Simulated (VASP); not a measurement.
Mn, 2 atoms in the cell. It takes space group P6_3/mmc (No. 194, hexagonal). The conventional cell has a = 2.484 Å, b = 2.484 Å, c = 4.018 Å, α = 90.00°, β = 90.00°, γ = 120.00°. Mn (site symmetry -6m2) has 12 Mn at 2.47 to 2.48 Å within 3.3 Å. This isn't the form of Mn at room conditions, which is a 58-atom cubic cell.

- Program: VASP 6.6.1
- Task: single point
- Functional: PBEsol
- Potentials or basis: VASP PAW PBE potentials, release 64 (Mn_pv)
- Cutoff: 520 eV
- k mesh: 17 × 17 × 9
- Occupations: fermi-dirac, width 0.05 eV
- Spin: collinear spin, ferromagnetic start
- Starting moments: [3.0, 3.0] μB
- Dipole correction: no
- Further INCAR settings: ALGO = Normal; EDIFF = 1e-06; NBANDS = 24

Potentials or basis: VASP PAW PBE potentials, release 64 (Mn_pv).

Launch:

```console
$ cat potpaw_PBE.64/Mn_pv/POTCAR > POTCAR
$ mpirun -np 1 vasp_std > vasp.out
```

Hardware: 1 thread of Intel(R) Xeon(R) Platinum 8488C (Sapphire Rapids), on a shared host.

Task: How long does it take, and how much memory?

Result: Wall time 86 s on 1 thread of Intel(R) Xeon(R) Platinum 8488C (Sapphire Rapids), with other jobs on the host, peak memory 0.21 GiB. Counts: scf iterations 14, k points 165.
